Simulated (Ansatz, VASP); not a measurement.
# CdO: VASP beside Ansatz

Contents of INCAR:

```
SYSTEM = CdO
  PREC = Accurate
  ENCUT = 600
  EDIFF = 1E-6
  ISMEAR = 0
  SIGMA = 0.05
  LREAL = .False.
  LASPH = .True.
  NELM = 120
  ALGO = Normal
  ISIF = 2
  LWAVE = .False.
  LCHARG = .True.
  GGA = CA
  LELF = .True.
  LVHAR = .True.
  NBANDS = 16
  GGA_COMPAT = .False.
```

File KPOINTS:

```
regular mesh
0
Gamma
  8 8 8
  0 0 0
```

The input POSCAR:

```
CdO
1.0
    0.0000000000      2.3474379442      2.3474379442
    2.3474379442      0.0000000000      2.3474379442
    2.3474379442      2.3474379442      0.0000000000
Cd O
1 1
Direct
    0.0000000000      0.0000000000      0.0000000000
    0.5000000000      0.5000000000      0.5000000000
```

Input for Ansatz:

```yaml
crystal:
  lattice:
    - [0.0, 2.3474379442, 2.3474379442]
    - [2.3474379442, 0.0, 2.3474379442]
    - [2.3474379442, 2.3474379442, 0.0]
  atoms:
    - { symbol: Cd, position: [0.0, 0.0, 0.0] }
    - { symbol: O, position: [0.5, 0.5, 0.5] }
basis:
  ecutwfc: 420
  ecutrho_ratio: 4
kpoints:
  mp_grid: { grid: [8, 8, 8] }
hamiltonian:
  xc: lda
scf:
  occupations: { method: gaussian, width: 0.05 }
output:
  forces: true
  stress: true
  eigenvalues: true
```

Alike in both runs: task single point; functional LDA; k mesh 8 × 8 × 8; occupations gaussian, width 0.05 eV; no spin polarisation.

```csv
,VASP,Ansatz
version,VASP 6.6.1,Ansatz 0.2.0
potentials or method,"VASP PAW LDA potentials, release 64 (Cd, O), cutoff 600 eV","scalar-relativistic, plane waves, PAW"
valence electrons in the cell,18,26
```

|  | VASP | Ansatz | Ansatz less VASP |
| --- | --- | --- | --- |
| gap on the k mesh at the Fermi level (eV) | none | none | - |
| pressure (GPa) | -4.2 | -5.8 | -1.59 |

LDA's correlation is that of Perdew and Zunger in VASP and of Perdew and Wang (1992) in Ansatz. A gap of «none» marks a metal or a gap that the smearing closes. VASP's potentials hold 18 valence electrons a cell and Ansatz's 26, so a difference there can come from the potentials and not from the codes.
